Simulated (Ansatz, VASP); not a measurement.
**Ir: VASP beside Ansatz**

Contents of POSCAR:

```
Ir
1.0
    0.0000000000      1.9156000000      1.9156000000
    1.9156000000      0.0000000000      1.9156000000
    1.9156000000      1.9156000000      0.0000000000
Ir
1
Direct
    0.0000000000      0.0000000000      0.0000000000
```

Contents of INCAR.step1:

```
PREC = Accurate
ENCUT = 550
ISMEAR = -1
SIGMA = 0.05
LREAL = False
LASPH = True
NELM = 120
NBANDS = 10
GGA = PE
ALGO = Normal
EDIFF = 1E-5
LWAVE = True
LCHARG = False
GGA_COMPAT = False
```

INCAR.step2

```
PREC = Accurate
ENCUT = 550
EDIFF = 1E-6
ISMEAR = -1
SIGMA = 0.05
LREAL = False
LASPH = True
NELM = 120
ALGO = Normal
ISIF = 2
LWAVE = False
LCHARG = False
METAGGA = R2SCAN
LMIXTAU = True
NBANDS = 10
ISTART = 1
GGA_COMPAT = False
```

KPOINTS

```
Automatic mesh
0
Gamma
  13 13 13
```

Input for Ansatz:

```yaml
crystal:
  lattice:
    - [0.0, 1.9156, 1.9156]
    - [1.9156, 0.0, 1.9156]
    - [1.9156, 1.9156, 0.0]
  atoms:
    - { symbol: Ir, position: [0.0, 0.0, 0.0] }
basis:
  ecutwfc: 571.4391111657479
kpoints:
  mp_grid:
    grid: [13, 13, 13]
hamiltonian:
  xc: r2scan
scf:
  occupations:
    method: fermi_dirac
    width: 0.05
output:
  stress: true
```

Alike in both runs: task single point; functional r2SCAN; k mesh 13 × 13 × 13; occupations fermi-dirac, width 0.05 eV; no spin polarisation.

|  | VASP | Ansatz |
| --- | --- | --- |
| version | VASP 6.6.1 | Ansatz 0.2.0 |
| potentials or method | VASP PAW PBE potentials, release 64 (Ir), cutoff 550 eV | plane waves, PAW |
| valence electrons in the cell | 9 | 17 |

|  | VASP | Ansatz | Ansatz less VASP |
| --- | --- | --- | --- |
| pressure (GPa) | 6.9 | 4.3 | -2.67 |

VASP's potentials were made for PBE, not for r2SCAN. VASP's potentials hold 9 valence electrons a cell and Ansatz's 17, so a difference there can come from the potentials and not from the codes.

Spin-orbit coupling is off throughout.
